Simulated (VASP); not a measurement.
MoS2, 6 atoms in the cell. Symmetry: P6_3/mmc, No. 194, hexagonal system. Conventional cell: a = 3.154 Å, b = 3.154 Å, c = 12.163 Å, α = 90.00°, β = 90.00°, γ = 120.00°. Within 3.2 Å of Mo (site symmetry -6m2) lie 6 S at 2.40 Å and 6 Mo at 3.15 Å. Within 3.2 Å of S (site symmetry 3m) lie 3 Mo at 2.40 Å and 7 S at 3.13 to 3.15 Å. 

```yaml
Program: VASP 6.6.1
Task: single point
Functional: PBE
Dispersion: D4
Potentials_or_basis: VASP PAW PBE potentials, release 64 (Mo_sv, S)
Cutoff: 520 eV
k_mesh: 10 × 10 × 3
Occupations: fermi-dirac, width 0.05 eV
Spin: no spin polarisation
Dipole_correction: no
Further_INCAR_settings: ALGO = Normal; EDIFF = 1e-06; NBANDS = 35
```

Potentials or basis: VASP PAW PBE potentials, release 64 (Mo_sv, S).

The run is started by

```sh
$ cat potpaw_PBE.64/Mo_sv/POTCAR potpaw_PBE.64/S/POTCAR > POTCAR
$ mpirun -np 1 vasp_std > vasp.out
```

Hardware: 1 thread of Intel(R) Xeon(R) 6975P-C (Granite Rapids), with other jobs on the host.

**Question.** How long does it take, and how much memory?

**Answer.** It took 48 s on 1 thread of Intel(R) Xeon(R) 6975P-C (Granite Rapids), on a shared host, peak memory 0.26 GiB. Counts: scf iterations 15, k points 28.
